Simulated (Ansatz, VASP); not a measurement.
# Two plane-wave programs on Co

```
CELL_PARAMETERS angstrom
2.47810 0.00000 0.00000
-1.23905 2.14610 0.00000
0.00000 0.00000 3.99270
ATOMIC_POSITIONS crystal
Co 0.33333 0.66667 0.25000
Co 0.66667 0.33333 0.75000
```

Alike in both runs: functional RPBE; k mesh 14 × 14 × 8; occupations fermi-dirac, width 0.1 eV; no spin polarisation.

Ansatz relaxed the structure, and its values are those at the end. VASP's run is a single point on that final structure, the one shown.

|  | VASP | Ansatz |
| --- | --- | --- |
| version | VASP 6.6.1 | Ansatz 0.2.0 |
| potentials or method | VASP PAW PBE potentials, release 64 (Co), cutoff 520 eV | plane waves (420 eV) with PAW, scalar-relativistic |
| valence electrons in the cell | 18 | 34 |

|  | VASP | Ansatz | Ansatz less VASP |
| --- | --- | --- | --- |
| pressure (GPa) | -0.5 | 0.0 | +0.45 |

VASP's potentials were made for PBE, not for RPBE. VASP's potentials hold 18 valence electrons a cell and Ansatz's 34, so a difference there can come from the potentials and not from the codes.
